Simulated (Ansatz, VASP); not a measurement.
**CoSi: VASP beside Ansatz**

```
Co Si
1.0
     0.00000    1.99522    1.99522
     1.99522    0.00000    1.99522
     1.99522    1.99522    0.00000
Co Si
1 1
Direct
  0.00000 0.00000 0.00000
  0.50000 0.50000 0.50000
```

Change from the starting cell: volume scaled by 0.64, PAW files.

Alike in both runs: task single point; functional r2SCAN; k mesh 14 × 14 × 14; occupations fermi-dirac, width 0.1 eV; no spin polarisation.

|  | VASP | Ansatz |
| --- | --- | --- |
| version | VASP 6.6.1 | Ansatz 0.2.0 |
| potentials or method | VASP PAW PBE potentials, release 64 (Co, Si) | PAW with Ansatz's default frozen-core files, scalar-relativistic |
| plane-wave cutoff (eV) | 660 | 500 |
| valence electrons in the cell | 13 | 21 |

|  | VASP | Ansatz | Ansatz less VASP |
| --- | --- | --- | --- |
| pressure (GPa) | 200.3 | 195.3 | -5.00 |

VASP's potentials were made for PBE, not for r2SCAN. Both programs put the cell under a high pressure, so it lies far from rest at this level. The functional is the same, so the differences come from potentials, cutoffs and numerics. VASP's potentials hold 13 valence electrons a cell and Ansatz's 21, so a difference there can come from the potentials and not from the codes.

Noted on VASP's run: the cell as given lies far from equilibrium.
